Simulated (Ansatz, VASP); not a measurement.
# One calculation of InF, two programs

INCAR

```
  PREC = Accurate
  ENCUT = 600
  EDIFF = 1E-6
  ISMEAR = 0
  SIGMA = 0.02
  LREAL = F
  LASPH = T
  NELM = 120
  ALGO = Normal
  ISIF = 2
  LWAVE = F
  LCHARG = F
  GGA = CA
  NBANDS = 17
  GGA_COMPAT = F
```

The input KPOINTS:

```
Automatic mesh
0
Gamma
  8 8 8
```

POSCAR

```
InF
1.0
    0.0000000000      2.7968000000      2.7968000000
    2.7968000000      0.0000000000      2.7968000000
    2.7968000000      2.7968000000      0.0000000000
In F
1 1
Direct
    0.0000000000      0.0000000000      0.0000000000
    0.2500000000      0.2500000000      0.2500000000
```

Input for Ansatz:

```yaml
crystal:
  lattice:
    - [0.0, 2.7968, 2.7968]
    - [2.7968, 0.0, 2.7968]
    - [2.7968, 2.7968, 0.0]
  atoms:
    - { symbol: In, position: [0.0, 0.0, 0.0] }
    - { symbol: F, position: [0.25, 0.25, 0.25] }
basis:
  ecutwfc: 420
kpoints:
  mp_grid: { grid: [8, 8, 8] }
hamiltonian:
  xc: lda
scf:
  occupations: { method: gaussian, width: 0.02 }
output:
  forces: true
  stress: true
  eigenvalues: true
```

Alike in both runs: task single point; functional LDA; k mesh 8 × 8 × 8; occupations gaussian, width 0.02 eV; no spin polarisation.

|  | VASP | Ansatz |
| --- | --- | --- |
| version | VASP 6.6.1 | Ansatz 0.2.0 |
| potentials or method | VASP PAW LDA potentials, release 64 (In_d, F), cutoff 600 eV | scalar-relativistic, plane waves, PAW |
| valence electrons in the cell | 20 | 20 |

Ansatz gave:

```
gap on the k mesh at the Fermi level (eV) : 0.87
least direct gap on the mesh (eV)         : 0.87
pressure (GPa)                            : 2.6
```

Question: What did VASP give for the same quantities?

Answer: gap on the k mesh at the Fermi level (eV): 0.83; least direct gap on the mesh (eV): 0.83; pressure (GPa): 2.5.

LDA's correlation is that of Perdew and Zunger in VASP and of Perdew and Wang (1992) in Ansatz.
